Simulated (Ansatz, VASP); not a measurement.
# Si3As2: VASP beside Ansatz

```
CELL_PARAMETERS angstrom
4.51827 0.00000 0.00000
-2.25913 3.91293 0.00000
0.00000 0.00000 5.33697
ATOMIC_POSITIONS crystal
Si 0.00000 0.00000 0.00000
Si 0.33333 0.66667 0.77682
Si 0.66667 0.33333 0.22318
As 0.33333 0.66667 0.25634
As 0.66667 0.33333 0.74366
```

Alike in both runs: functional PBE; k mesh 12 × 12 × 8; occupations gaussian, width 0.1 eV; no spin polarisation.

Ansatz relaxed the structure, and its values are those at the end. VASP's run is a single point on that final structure, the one shown.

|  | VASP | Ansatz |
| --- | --- | --- |
| version | VASP 6.6.1 | Ansatz 0.2.0 |
| potentials or method | VASP PAW PBE potentials, release 64 (Si, As), cutoff 520 eV | scalar-relativistic, plane waves, PAW |
| valence electrons in the cell | 22 | 42 |

```tsv
	VASP	Ansatz	Ansatz less VASP
gap on the k mesh at the Fermi level (eV)	none	none	-
pressure (GPa)	0.1	0.0	-0.12
rms of the force components (eV/Å)	0.005	0.000	-0.0052
```

A gap of «none» marks a metal or a gap that the smearing closes. With one functional, cell and mesh, what is left measures potentials, basis and numerics. VASP's potentials hold 22 valence electrons a cell and Ansatz's 42, so a difference there can come from the potentials and not from the codes.
